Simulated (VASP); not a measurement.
**Si4C: single point with PBE**

Si4C:

```
Si C
1.0
    -2.14691    2.14691    4.48604
     2.14691   -2.14691    4.48604
     2.14691    2.14691   -4.48604
Si C
4 1
Direct
  0.75000 0.25000 0.50000
  0.62655 0.62655 0.00000
  0.37345 0.37345 0.00000
  0.25000 0.75000 0.50000
  0.00000 0.00000 0.00000
```

The cell was built from a structure type or drawn by symmetry, and may not be a known phase.

| Item | Value |
| --- | --- |
| Program | VASP 6.6.1 |
| Task | single point |
| Functional | PBE |
| Potentials or basis | VASP PAW PBE potentials, release 64 (Si, C) |
| Cutoff | 520 eV |
| k mesh | 14 × 14 × 14 |
| Occupations | gaussian, width 0.1 eV |
| Spin | collinear spin |
| Starting moments | [0.0, 0.0, 0.0, 0.0, 1.23] μB |

The pressure is -0.1 GPa, the net moment is 1.67 μB per cell and the site moments are Si +0.00, +0.03 (each value once); C +0.74 μB. The valence electrons inside the program's atomic spheres are Si 1.59, 1.68 (each value once); C 2.03.

Levels at points of the mesh, in eV from the Fermi level:
Spin up:
| k point | band 7 | band 8 | band 9 | band 10 | band 11 | band 12 | band 13 | band 14 | band 15 | band 16 |
| --- | --- | --- | --- | --- | --- | --- | --- | --- | --- | --- |
| (0.00, 0.00, 0.00) | -4.45 | -2.83 | -2.32 | -2.32 | 0.10 | 0.10 | 0.14 | 3.49 | 3.76 | 4.16 |
| (0.50, 0.00, 0.00) | -3.06 | -2.60 | -1.49 | -0.66 | -0.40 | -0.31 | 1.82 | 2.54 | 2.64 | 5.21 |
| (0.50, 0.50, 0.00) | -3.94 | -1.79 | -1.68 | -1.00 | 1.16 | 3.33 | 3.94 | 4.25 | 4.50 | 4.65 |
| (0.50, 0.50, 0.50) | -1.36 | -0.18 | -0.05 | -0.05 | 0.17 | 0.17 | 1.05 | 1.66 | 2.97 | 4.12 |
Spin down:
| k point | band 6 | band 7 | band 8 | band 9 | band 10 | band 11 | band 12 | band 13 |
| --- | --- | --- | --- | --- | --- | --- | --- | --- |
| (0.00, 0.00, 0.00) | -4.38 | -4.38 | -2.11 | -1.76 | -1.76 | 0.14 | 1.11 | 1.11 |
| (0.50, 0.00, 0.00) | -3.27 | -2.87 | -2.21 | -1.22 | -0.28 | 0.85 | 1.30 | 2.62 |
| (0.50, 0.50, 0.00) | -4.31 | -3.71 | -1.78 | -0.73 | 0.23 | 2.62 | 4.14 | 4.29 |
| (0.50, 0.50, 0.50) | -4.94 | -1.22 | 0.22 | 0.22 | 1.29 | 1.40 | 1.60 | 1.62 |

It took 15 min on 1 thread of Oxide Virtual Turin-like Processor, on a shared host, peak memory 0.68 GiB.
